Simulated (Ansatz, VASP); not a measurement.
**One calculation of Si14C15, two programs**

```
Si C
1.0
     6.18824   -5.35917    0.00000
    -7.73530   -2.67959    0.00000
     0.00000    0.00000  -10.12934
Si C
28 30
Cartesian
  -1.5297 -4.4800 -0.6101
  -3.0780 -1.7692 -0.6131
  1.5658 -4.4626 -0.6024
  0.0182 -1.7476 -0.5744
  4.7352 -4.4902 -0.1571
  -4.6170 -4.4628 -0.6031
  -0.0570 -7.1649 -0.1594
  -3.0574 -3.5172 -5.7057
  1.5491 -6.2247 -5.6940
  0.0206 -3.5001 -5.6974
  -1.5926 -0.9077 -5.7024
  3.1053 -3.5537 -5.6873
  -6.0983 -3.5923 -5.6986
  -1.5313 -6.2042 -5.7016
  -3.0727 -5.2765 -3.2651
  -4.6105 -2.6548 -3.1779
  0.0133 -5.2755 -3.2638
  -1.5269 -2.6530 -3.1311
  3.0980 -5.3414 -3.1814
  1.5685 -2.6670 -3.1260
  -7.7162 -2.7600 -3.4973
  -3.0772 -5.3128 -8.1494
  -4.5926 -2.6739 -8.1844
  0.0069 -5.2946 -8.1500
  -1.5286 -2.6537 -8.2363
  3.0786 -5.3613 -8.1776
  1.5821 -2.6644 -8.2257
  -7.7127 -2.7335 -7.9267
  -1.5307 -4.4443 -2.5379
  -3.0799 -1.7539 -2.5127
  1.5586 -4.4634 -2.5122
  0.0236 -1.7507 -2.5385
  4.7237 -4.4392 -2.9602
  -4.6093 -4.4457 -2.5162
  -0.0507 -7.1171 -2.9596
  -3.0485 -3.5310 -7.5755
  1.5368 -6.2409 -7.5774
  0.0221 -3.5018 -7.5795
  -1.6052 -0.9172 -7.5444
  3.1085 -3.5691 -7.5811
  -6.0851 -3.6038 -7.5418
  -1.5309 -6.2161 -7.5589
  -1.5278 -2.6521 -5.0220
  3.0818 -5.3383 -5.0634
  1.5779 -2.6643 -5.0199
  0.0218 -0.0396 -5.3068
  -3.0848 -5.2913 -5.1242
  -4.5950 -2.6493 -5.0600
  0.0152 -5.2794 -5.1232
  -1.5344 -2.6763 -10.1330
  3.0999 -5.3581 -10.0777
  1.5708 -2.6744 -10.1243
  0.0210 -0.1262 -9.6992
  -3.0858 -5.3065 -10.0144
  -4.6104 -2.6748 -10.0853
  0.0288 -5.3001 -10.0145
  -2.2190 -7.1289 -1.7448
  -0.8441 -7.1233 -1.7444
```

Alike in both runs: functional PBE; k mesh 2 × 2 × 2; occupations gaussian, width 0.01 eV; no spin polarisation.

Ansatz relaxed the structure, and its values are those at the end. VASP's run is a single point on that final structure, the one shown.

|  | VASP | Ansatz |
| --- | --- | --- |
| version | VASP 6.6.1 | Ansatz 0.2.0 |
| potentials or method | VASP PAW PBE potentials, release 64 (Si, C), cutoff 520 eV | scalar-relativistic, plane waves, PAW |
| valence electrons in the cell | 232 | 232 |

|  | VASP | Ansatz | Ansatz less VASP |
| --- | --- | --- | --- |
| gap on the k mesh at the Fermi level (eV) | 1.72 | 1.73 | +0.004 |
| least direct gap on the mesh (eV) | 1.89 | 1.89 | +0.008 |
| rms of the force components (eV/Å) | 0.009 | 0.001 | -0.0075 |

The k mesh is coarse, so the values compare programs but aren't converged.
